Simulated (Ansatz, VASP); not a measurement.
## Hf, level by level in two programs

```xyz
2
Lattice="3.1967 0.0000 0.0000 -1.5983 2.7684 0.0000 0.0000 0.0000 5.0578" Properties=species:S:1:pos:R:3 pbc="T T T"
Hf    1.5984    0.9228    3.7934
Hf    0.0000    1.8456    1.2645
```

Single points on this cell with VASP 6.6.1 and Ansatz 0.2.0. Each row is one pair of runs. Alike in all rows: Ansatz's potentials, cutoff: Ansatz PAW, 420 eV.

| level | spin | k mesh | smearing | VASP's potentials, cutoff | pressure (GPa), VASP | pressure (GPa), Ansatz |
| --- | --- | --- | --- | --- | --- | --- |
| PBE | off | 10 × 10 × 5 | gaussian, width 0.05 eV | VASP PAW PBE potentials, release 64 (Hf_pv), 520 eV | 0.3 | 0.6 |
| LDA | off | 10 × 10 × 5 | gaussian, width 0.02 eV | VASP PAW LDA potentials, release 64 (Hf_pv), 520 eV | ? | -8.0 |
| RPBE | off | 10 × 10 × 5 | gaussian, width 0.02 eV | VASP PAW PBE potentials, release 64 (Hf_pv), 520 eV | 3.0 | 3.5 |
| BLYP+D3(BJ) | non-collinear, zero start, SOC | 7 × 7 × 4 | methfessel-paxton of order 1, width 0.2 eV | VASP PAW PBE potentials, release 64 (Hf_pv), 520 eV | -5.0 | -5.0 |
| HSE06 | off | 6 × 6 × 4 | fermi-dirac, width 0.05 eV | VASP PAW PBE potentials, release 64 (Hf_pv), 520 eV | 0.3 | 2.3 |
| RPBE+U (Hf d U = 6.2 eV) | non-collinear, zero start, SOC | 10 × 10 × 5 | fermi-dirac, width 0.1 eV | VASP PAW PBE potentials, release 64 (Hf_pv), 520 eV | 24.2 | 0.9 |

Task: Fill in what VASP gave in row 2.

Result: Pressure (GPa): -7.9.

VASP's potentials hold 20 valence electrons a cell and Ansatz's 52, so a difference there can come from the potentials and not from the codes.

The k mesh is coarse in some rows, so the values compare programs but aren't converged.
